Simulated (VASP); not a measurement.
ScAl3: single point with r2SCAN

ScAl3:

```
CELL_PARAMETERS angstrom
3.83643 -0.05499 0.09514
-0.05499 4.38156 -0.30765
0.09514 -0.30765 4.03863
ATOMIC_POSITIONS crystal
Sc 0.99738 0.00012 0.99923
Al 0.50201 0.99966 0.49983
Al 0.00086 0.49742 0.50261
Al 0.49974 0.50280 0.99833
```

- Program: VASP 6.6.1
- Task: single point
- Functional: r2SCAN
- Potentials or basis: VASP PAW PBE potentials, release 64 (Sc_sv, Al)
- Cutoff: 520 eV
- k mesh: 8 × 8 × 8
- Occupations: gaussian, width 0.15 eV
- Spin: no spin polarisation
- Dipole correction: no
- Further INCAR settings: ALGO = Normal; EDIFF = 1e-06; NBANDS = 18

```
Pressure               : 4.1 GPa
Largest force          : 0.170 eV/Å
Band gap on the k mesh : zero (bands 10 and 11 overlap by 3.43 eV)
```

Forces on the atoms (eV/Å):
```
Sc   0.163  0.049  0.010
Al  -0.122 -0.009  0.014
Al   0.007  0.036 -0.082
Al  -0.048 -0.076  0.058
```

Stress tensor (GPa, compression positive):
```
 8.96  2.12 -5.55
 2.12 -4.36  7.79
-5.55  7.79  7.84
```

Levels at points of the mesh, in eV from the Fermi level:
```csv
k point,band 6,band 7,band 8,band 9,band 10,band 11,band 12,band 13,band 14,band 15
"(0.00, 0.00, 0.00)",-3.21,-2.87,-2.02,-1.56,-0.84,0.82,1.61,1.69,1.90,3.70
"(0.50, 0.00, 0.00)",-7.49,-2.37,-1.64,-1.39,0.30,0.67,1.29,1.50,2.36,2.90
"(0.00, 0.50, 0.00)",-7.87,-1.96,-1.11,-0.98,0.11,1.75,1.87,1.90,2.04,2.87
"(0.50, 0.50, 0.00)",-6.06,-5.66,-4.54,-0.88,-0.27,1.16,2.09,2.12,3.38,3.44
"(0.00, 0.00, 0.50)",-7.67,-2.63,-1.43,-0.98,-0.96,1.52,1.83,1.88,2.69,3.03
"(0.50, 0.00, 0.50)",-5.77,-5.16,-4.55,-1.38,-0.80,0.44,1.17,2.40,2.68,3.43
"(0.00, 0.50, 0.50)",-6.89,-5.29,-4.51,-0.33,0.41,1.70,2.00,2.29,2.80,3.90
"(0.50, 0.50, 0.50)",-4.73,-4.72,-4.06,-3.83,-2.81,-2.47,1.12,2.70,3.44,3.87
```

Run time: 23 min on 1 thread of Oxide Virtual Turin-like Processor (shared host), peak memory 0.37 GiB.

Caveat: the stress differs along the axes, from -4 to 9 GPa; the PAW data sets were made with another functional, which shifts forces and pressure a little.
